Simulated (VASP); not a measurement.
# Mo (Fmmm) in VASP: notebook, part 2 of 2

VASP 6.6.1. Earlier steps stand in the parts before.

### Step 4. Single point, PBEsol (strain -0.0100 x Voigt [0, 0, 0, 0, 1, 0])

Contents of INCAR:

```
SYSTEM = Mo
  ALGO = Fast
  EDIFF = 1E-6
  ENCUT = 520
  GGA = PS
  ISIF = 2
  ISMEAR = 0
  LASPH = .True.
  LCHARG = .False.
  LREAL = .False.
  LWAVE = .False.
  NBANDS = 13
  NELM = 80
  PREC = Accurate
  SIGMA = 0.15
```

Contents of KPOINTS:

```
k-points
0
Gamma
  26 26 26
  0 0 0
```

Contents of POSCAR:

```
Mo
1.0
   -1.5724766942      1.5646534271      1.5724766942
    1.5568301600     -1.5646534271      1.5568301600
    1.5724766942      1.5646534271     -1.5724766942
Mo
1
Direct
    0.0000000000      0.0000000000      0.0000000000
```

Potentials or basis: VASP PAW PBE potentials, release 64 (Mo_sv).

Started as:

```sh
cat potpaw_PBE.64/Mo_sv/POTCAR > POTCAR
mpirun -np 1 vasp_std > vasp.out
```

OUTCAR:

```text
SYSTEM = Mo
   EDIFF = 1E-6
   ENCUT = 520
   GGA = PS
   ISIF = 2
   ISMEAR = 0
   LASPH = .True.
   LREAL = .False.
   NELM = 80
   PREC = Accurate

 ion  position               nearest neighbor table
   1  0.000  0.000  0.000-

  LATTYP: Found a face centered orthorhombic cell.
 ALAT       =     3.1293068542
 B/A-ratio  =     1.4071424946
 C/A-ratio  =     1.4212846302

  Lattice vectors:

 A1 = (   3.1293068542,   0.0000000000,  -0.0156465342)
 A2 = (   1.5724766942,   1.5646534271,  -1.5724766942)
 A3 = (   1.5568301600,   1.5646534271,   1.5568301600)

Analysis of symmetry for initial positions (statically):
=====================================================================
 Subroutine PRICEL returns:
 Original cell was already a primitive cell.

 Routine SETGRP: Setting up the symmetry group for a
 face centered orthorhombic supercell.

 Subroutine GETGRP returns: Found  8 space group operations
 (whereof  8 operations were pure point group operations)
 out of a pool of  8 trial point group operations.

The static configuration has the point symmetry D_2h.

Analysis of symmetry for dynamics (positions and initial velocities):
=====================================================================
 Subroutine PRICEL returns:
 Original cell was already a primitive cell.

 Routine SETGRP: Setting up the symmetry group for a
 face centered orthorhombic supercell.

 Subroutine GETGRP returns: Found  8 space group operations
 (whereof  8 operations were pure point group operations)
 out of a pool of  8 trial point group operations.

The dynamic configuration has the point symmetry D_2h.

 Subroutine INISYM returns: Found  8 space group operations
 (whereof  8 operations are pure point group operations),
 and found     1 'primitive' translations

----------------------------------------------------------------------------------------

                                     Primitive cell

  volume of cell :      15.3216

  direct lattice vectors                    reciprocal lattice vectors
    -1.572476694  1.564653427  1.572476694     0.001597838  0.319559585  0.319567574
     1.556830160 -1.564653427  1.556830160     0.321165412  0.000000000  0.321165412
     1.572476694  1.564653427 -1.572476694     0.319567574  0.319559585  0.001597838

  length of vectors
     2.719100266  2.701033254  2.719100266     0.451933973  0.454196482  0.451933973

  position of ions in fractional coordinates (direct lattice)
     0.000000000  0.000000000  0.000000000

  ion indices of the primitive-cell ions
   primitive index   ion index
                 1           1

----------------------------------------------------------------------------------------

 KPOINTS: k-points

Automatic generation of k-mesh.
 Grid dimensions read from file:
 generate k-points for:   26   26   26

 Generating k-lattice:

  Cartesian coordinates                     Fractional coordinates (reciprocal lattice)
     0.000061455  0.012290753  0.012291061     0.038461538  0.000000000  0.000000000
     0.012352516  0.000000000  0.012352516     0.000000000  0.038461538  0.000000000
     0.012291061  0.012290753  0.000061455     0.000000000  0.000000000  0.038461538

  Length of vectors
     0.017382076  0.017469095  0.017382076

  Shift w.r.t. Gamma in fractional coordinates (k-lattice)
     0.000000000  0.000000000  0.000000000

 Subroutine IBZKPT returns following result:
 ===========================================

 Found   2471 irreducible k-points:

 Following reciprocal coordinates:
            Coordinates               Weight
  0.000000  0.000000  0.000000      1.000000
  0.038462  0.000000 -0.000000      8.000000
  0.076923  0.000000 -0.000000      8.000000
  0.115385  0.000000 -0.000000      8.000000
  0.153846  0.000000 -0.000000      8.000000
  0.192308 -0.000000  0.000000      8.000000
[... 16 lines left out ...]
  0.307692  0.038462 -0.000000      8.000000
  0.346154  0.038462  0.000000      8.000000
 [... further k-points ...]
   k-points           NKPTS =   2471   k-points in BZ     NKDIM =   2471   number of bands    NBANDS=     13
   number of dos      NEDOS =    301   number of ions     NIONS =      1
   total plane-waves  NPLWV =   8000
   dimension x,y,z NGX =    20 NGY =   20 NGZ =   20
   dimension x,y,z NGXF=    40 NGYF=   40 NGZF=   40
   ions per type =               1
   NGX,Y,Z   is equivalent  to a cutoff of  12.23, 12.31, 12.23 a.u.
   NGXF,Y,Z  is equivalent  to a cutoff of  24.46, 24.62, 24.46 a.u.
 SYSTEM =  Mo
   PREC   = accura    normal or accurate (medium, high low for compatibility)
   ISTART =      0    job   : 0-new  1-cont  2-samecut
   ICHARG =      2    charge: 1-file 2-atom 10-const
   ISPIN  =      1    spin polarized calculation?
   LNONCOLLINEAR =      F non collinear calculations
   LSORBIT =      F    spin-orbit coupling
   LASPH  =      T    aspherical Exc in radial PAW
   ENCUT  =  520.0 eV  38.22 Ry    6.18 a.u.   5.06  5.02  5.06*2*pi/ulx,y,z
   NELM   =     80;   NELMIN=  2; NELMDL= -5     # of ELM steps
   EDIFF  = 0.1E-05   stopping-criterion for ELM
   LREAL  =      F    real-space projection
   EDIFFG = 0.1E-04   stopping-criterion for IOM
   NSW    =      0    number of steps for IOM
   IBRION =     -1    ionic relax: 0-MD 1-quasi-New 2-CG
   NFREE  =      0    steps in history (QN), initial steepest desc. (CG)
   ISIF   =      2    stress and relaxation
   ISYM   =      2    0-nonsym 1-usesym 2-fastsym
   POTIM  = 0.5000    time-step for ionic-motion
   TEBEG  =    0.0;   TEEND  =   0.0 temperature during run
   PSTRESS=    0.0 pullay stress
   NELECT =      14.0000    total number of electrons
   NUPDOWN=      -1.0000    fix difference up-down
   EMIN   =  10.00;   EMAX   =-10.00  energy-range for DOS
   EFERMI =   0.00;   METHOD = LEGACY
   ISMEAR =     0;   SIGMA  =   0.15  broadening in eV -4-tet -1-fermi 0-gaus
   EFERMI_NEDOS =   21; number of points for ismear=-14 and -15
   IALGO  =     68    algorithm
   IMIX   =      4    mixing-type and parameters
     AMIX     =   0.40;   BMIX     =  1.00
     AMIX_MAG =   1.60;   BMIX_MAG =  1.00
  volume/ion in A,a.u.               =      15.32       103.40
  Fermi-wavevector in a.u.,A,eV,Ry     =   1.588606  3.002031 34.336619  2.523670
  Thomas-Fermi vector in A             =   2.687584
   LORBIT       =      0    0 simple, 1 ext, 2 COOP (PROOUT), +10 PAW based schemes
   GGA     = PS    functional components
   LHFCALC =     F    Hartree Fock is set to
   AEXX    =    0.0000 exact exchange contribution
   IVDW    =     0    specifies the selected vdW correction
   LEPSILON=     F    determine dielectric tensor
   LRPA    =     F    only Hartree local field effects (RPA)
 non-spin polarized calculation
 RMM-DIIS sequential band-by-band and
 Gauss-broadening in eV      SIGMA  =   0.15
  energy-cutoff  :      520.00
  volume of cell :       15.32
 maximum number of plane-waves:       428
   NGX = 11   NGY =  9   NGZ = 11

 number of electron      13.9999998 magnetization

 Free energy of the ion-electron system (eV)
  ---------------------------------------------------
  ext. energy  EPLUGINS =         0.00000000
  ---------------------------------------------------
  free energy    TOTEN  =       -11.78137807 eV

  energy without entropy =      -11.77497258  energy(sigma->0) =      -11.77817532

 E-fermi :  12.7785     XC(G=0): -13.6420

 val. band max:       12.7783256272   @ k =   0.4231   0.0769   0.1154
 cond. band min:      12.7807519686   @ k =  -0.4615   0.4615   0.0769
 fundamental gap:      0.0024263415
 Fermi energy:        12.7784820079

 k-point     1 :       0.0000    0.0000    0.0000
  band No.  band energies     occupation
      1     -48.4070      2.00000
      2     -21.6610      2.00000
      3     -21.6456      2.00000
      4     -21.6309      2.00000
      5       5.4391      2.00000
      6      11.3022      2.00000
      7      11.3816      2.00000
      8      11.4664      2.00000
      9      14.4742      0.00000
     10      14.4771      0.00000
     11      27.5388      0.00000
     12      27.6276      0.00000
     13      27.7160      0.00000
[... 353 lines left out ...]
 k-point    24 :       0.3462    0.0385    0.0000
  band No.  band energies     occupation
      1     -48.1654      2.00000
      2     -22.9106      2.00000
      3     -22.0482      2.00000
      4     -21.6661      2.00000
      5       7.6248      2.00000
      6       9.5875      2.00000
      7      12.5009      1.99112
      8      14.3808      0.00000
      9      14.9942      0.00000
     10      16.2650      0.00000
     11      25.8916      0.00000
     12      26.6943      0.00000
     13      32.6947      0.00000

 [... further k-points ...]

------------------------ aborting loop because EDIFF is reached ----------------------------------------

  FORCE on cell =-STRESS in cart. coord.  units (eV):
  Direction    XX          YY          ZZ          XY          YZ          ZX
  --------------------------------------------------------------------------------------
  -------------------------------------------------------------------------------------
  Total        0.0655023      0.0661912      0.0655023      0.0000000      0.0000000      0.1017462
  in kB        6.8495698      6.9216086      6.8495698      0.0000000      0.0000000     10.6395970
  external PRESSURE =       6.8735827 kB  Pullay stress =       0.0000000 kB

 VOLUME and BASIS-vectors are now :
 -----------------------------------------------------------------------------
  energy-cutoff  :      520.00
  volume of cell :       15.32
      direct lattice vectors                 reciprocal lattice vectors
    -1.572476694  1.564653427  1.572476694     0.001597838  0.319559585  0.319567574
     1.556830160 -1.564653427  1.556830160     0.321165412  0.000000000  0.321165412
     1.572476694  1.564653427 -1.572476694     0.319567574  0.319559585  0.001597838

 POSITION                                       TOTAL-FORCE (eV/Angst)
 -----------------------------------------------------------------------------------
      0.00000      0.00000      0.00000         0.000000      0.000000     -0.000000
 -----------------------------------------------------------------------------------
    total drift:                                0.000000     -0.000000      0.000000

  FREE ENERGIE OF THE ION-ELECTRON SYSTEM (eV)
  ---------------------------------------------------
  free  energy   TOTEN  =       -11.7813780709 eV

  energy  without entropy=      -11.7749725766  energy(sigma->0) =      -11.77817532
```

Wall time 8.8 min (1 thread of Intel Xeon 8259CL, shared host); peak memory 0.53 GiB.

What came out:

```
Free energy            : -11.7814 eV
Pressure               : 0.7 GPa
Band gap on the k mesh : zero (bands 7 and 8 overlap by 5.40 eV)
```

Levels at points of the mesh, in eV from the Fermi level:
```tsv
k point	band 3	band 4	band 5	band 6	band 7	band 8	band 9	band 10	band 11	band 12
(0.00, 0.00, 0.00)	-34.42	-34.41	-7.34	-1.48	-1.40	-1.31	1.70	1.70	14.76	14.85
(0.50, 0.00, 0.00)	-34.90	-34.44	-5.46	-3.50	1.69	1.74	2.39	4.93	11.96	11.98
(0.00, 0.50, 0.00)	-34.92	-34.45	-5.47	-3.47	1.69	1.78	2.32	4.99	11.91	12.08
(0.50, 0.00, 0.50)	-34.88	-34.43	-5.46	-3.52	1.61	1.79	2.46	4.88	11.84	12.06
(0.50, 0.50, 0.50)	-35.46	-35.43	-5.62	-5.61	4.04	4.14	4.23	9.12	9.19	9.26
```

Caveat: the cell differs from its parent crystal (strain -0.0100 x Voigt [0, 0, 0, 0, 1, 0]); the PAW data sets were made with another functional, which shifts forces and pressure a little.

### Step 5. Single point, PBEsol (strain +0.0075 x Voigt [0, 0, 0, 0, 1, 0])

Contents of INCAR:

```
ALGO = Fast
EDIFF = 1E-6
ENCUT = 520
GGA = PS
ISIF = 2
ISMEAR = 0
LASPH = T
LCHARG = F
LREAL = F
LWAVE = F
NBANDS = 13
NELM = 100
PREC = Accurate
SIGMA = 0.15
```

Contents of KPOINTS:

```
k-points
0
Gamma
  26 26 26
```

Contents of POSCAR:

```
Mo
1.0
   -1.5587859767      1.5646534271      1.5587859767
    1.5705208775     -1.5646534271      1.5705208775
    1.5587859767      1.5646534271     -1.5587859767
Mo
1
Direct
    0.0000000000      0.0000000000      0.0000000000
```

Started as:

```sh
cat potpaw_PBE.64/Mo_sv/POTCAR > POTCAR
mpirun -np 1 vasp_std > vasp.out
```

Wall time 3.6 min (1 thread of Intel Xeon Platinum 8488C (Sapphire Rapids), shared host); peak memory 0.52 GiB.

Results (log left out):

```
Free energy            : -11.7816 eV
Pressure               : 0.7 GPa
Band gap on the k mesh : zero (bands 7 and 8 overlap by 5.44 eV)
```

Stress tensor (GPa, compression positive):
```
 0.68  0.00 -0.80
 0.00  0.68  0.00
-0.80  0.00  0.68
```

Levels at points of the mesh, in eV from the Fermi level:
| k point | band 3 | band 4 | band 5 | band 6 | band 7 | band 8 | band 9 | band 10 | band 11 | band 12 |
| --- | --- | --- | --- | --- | --- | --- | --- | --- | --- | --- |
| (0.00, 0.00, 0.00) | -34.42 | -34.41 | -7.34 | -1.46 | -1.40 | -1.33 | 1.70 | 1.70 | 14.78 | 14.85 |
| (0.50, 0.00, 0.00) | -34.90 | -34.44 | -5.46 | -3.50 | 1.69 | 1.74 | 2.39 | 4.93 | 11.96 | 11.98 |
| (0.00, 0.50, 0.00) | -34.89 | -34.43 | -5.46 | -3.52 | 1.63 | 1.78 | 2.44 | 4.89 | 11.87 | 12.04 |
| (0.50, 0.00, 0.50) | -34.92 | -34.45 | -5.47 | -3.48 | 1.71 | 1.76 | 2.33 | 4.98 | 11.93 | 12.05 |
| (0.50, 0.50, 0.50) | -35.46 | -35.44 | -5.61 | -5.61 | 4.07 | 4.14 | 4.21 | 9.14 | 9.19 | 9.24 |

Caveat: the cell differs from its parent crystal (strain +0.0075 x Voigt [0, 0, 0, 0, 1, 0]); the PAW data sets were made with another functional, which shifts forces and pressure a little.

### Step 6. Single point, PBEsol (strain +0.0025 x Voigt [0, 0, 0, 0, 1, 0])

Contents of INCAR:

```
SYSTEM = Mo
PREC = Accurate ; ENCUT = 520
EDIFF = 1E-6 ; ISMEAR = 0
SIGMA = 0.15 ; LREAL = .False.
LASPH = .True. ; NELM = 80
ALGO = Fast ; ISIF = 2
LWAVE = .False. ; LCHARG = .False.
GGA = PS ; NBANDS = 13
```

Contents of KPOINTS:

```
Automatic mesh
0
Gamma
  26 26 26
  0 0 0
```

Contents of POSCAR:

```
Mo
1.0
   -1.5626976103      1.5646534271      1.5626976103
    1.5666092439     -1.5646534271      1.5666092439
    1.5626976103      1.5646534271     -1.5626976103
Mo
1
Direct
    0.0000000000      0.0000000000      0.0000000000
```

Potentials or basis: VASP PAW PBE potentials, release 64 (Mo_sv).

Started as:

```sh
cat potpaw_PBE.64/Mo_sv/POTCAR > POTCAR
mpirun -np 1 vasp_std > vasp.out
```

Run time: 4.3 min. Hardware: 1 thread of Intel Xeon Platinum 8488C (Sapphire Rapids), shared host; peak memory 0.52 GiB.

Results (log left out):

* Free energy: -11.7819 eV
* Pressure: 0.7 GPa
* Band gap on the k mesh: zero (bands 7 and 8 overlap by 5.49 eV)

Stress tensor (GPa, compression positive):
```
 0.67  0.00 -0.27
 0.00  0.67  0.00
-0.27  0.00  0.67
```

Levels at points of the mesh, in eV from the Fermi level:
| k point | band 5 | band 6 | band 7 | band 8 | band 9 | band 10 |
| --- | --- | --- | --- | --- | --- | --- |
| (0.00, 0.00, 0.00) | -7.34 | -1.41 | -1.39 | -1.37 | 1.70 | 1.70 |
| (0.50, 0.00, 0.00) | -5.46 | -3.50 | 1.69 | 1.74 | 2.39 | 4.94 |
| (0.00, 0.50, 0.00) | -5.46 | -3.50 | 1.67 | 1.75 | 2.41 | 4.92 |
| (0.50, 0.00, 0.50) | -5.46 | -3.49 | 1.71 | 1.73 | 2.37 | 4.95 |
| (0.50, 0.50, 0.50) | -5.61 | -5.61 | 4.12 | 4.14 | 4.16 | 9.17 |

Caveat: the cell differs from its parent crystal (strain +0.0025 x Voigt [0, 0, 0, 0, 1, 0]); the PAW data sets were made with another functional, which shifts forces and pressure a little.

### Step 7. The runs side by side

| cell | gap on the mesh (eV) | pressure (GPa) |
| --- | --- | --- |
| a = 2.728, b = 2.692 Å, angles 109.5, 110.0, 109.5°, 1 atom | none | 0.8 |
| a = 2.697, b = 2.724 Å, angles 109.5, 109.1, 109.5°, 1 atom | none | 0.7 |
| a = 2.719, b = 2.701 Å, angles 109.5, 109.7, 109.5°, 1 atom | none | 0.7 |
| a = 2.703, b = 2.717 Å, angles 109.5, 109.3, 109.5°, 1 atom | none | 0.7 |
| a = 2.708, b = 2.712 Å, angles 109.5, 109.4, 109.5°, 1 atom | none | 0.7 |

Alike in all rows: task single point; level PBEsol; potentials or basis VASP PAW PBE potentials, release 64 (Mo_sv); no spin polarisation; k mesh 26 × 26 × 26; cutoff (eV) 520; smearing gaussian 0.15 eV.

Caveats: the PAW data sets were made with another functional, which shifts forces and pressure a little.

Total energies depend on the potentials used, so only differences within one code and one set of settings carry meaning.
